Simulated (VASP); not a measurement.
Set up this calculation in VASP 6.6.1, as the native input.

```yaml
Task: single point
Functional: PBE
Potentials_or_basis: VASP PAW PBE potentials, release 64 (Se)
Cutoff: 520 eV
k_mesh: 4 × 4 × 2
Occupations: gaussian, width 0.1 eV
Spin: no spin polarisation
Dipole_correction: no
Further_INCAR_settings: ALGO = Normal; EDIFF = 1e-06; NBANDS = 34
```

The structure of Se lies in POSCAR:

```
Se
1.0
    5.5226618769      0.0000000000      0.0124364391
    0.0000000000      5.4214381445      0.0000000000
   -0.0595010310      0.0000000000      9.1388584409
Se
8
Direct
    0.6077887454      0.1594297847      0.3656673379
    0.1085839846      0.8417931309      0.1345904694
    0.8914160154      0.3417931309      0.8654095306
    0.3922112546      0.6594297847      0.6343326621
    0.7330055789      0.8610249515      0.5498320195
    0.2327362848      0.1407063472      0.9505899313
    0.7672637152      0.6407063472      0.0494100687
    0.2669944211      0.3610249515      0.4501679805
```

The input as run:

INCAR

```
SYSTEM = Se
  PREC = Accurate
  ENCUT = 520
  EDIFF = 1E-6
  ISMEAR = 0
  SIGMA = 0.1
  LREAL = .FALSE.
  LASPH = .TRUE.
  NELM = 100
  ALGO = Normal
  ISIF = 2
  LWAVE = .FALSE.
  LCHARG = .FALSE.
  GGA = PE
  NBANDS = 34
```

KPOINTS

```
Automatic mesh
0
G
  4 4 2
  0 0 0
```

Potentials or basis: VASP PAW PBE potentials, release 64 (Se).

The run is started by

```console
$ cat potpaw_PBE.64/Se/POTCAR > POTCAR
$ mpirun -np 1 vasp_std > vasp.out
```

It gave:

```
Pressure               : 0.1 GPa
Largest force          : 0.057 eV/Å
Band gap on the k mesh : 1.13 eV (least direct gap 1.20 eV)
```

It took 75 s on 1 thread of Intel(R) Xeon(R) 6975P-C (Granite Rapids), on a shared host, peak memory 0.38 GiB.
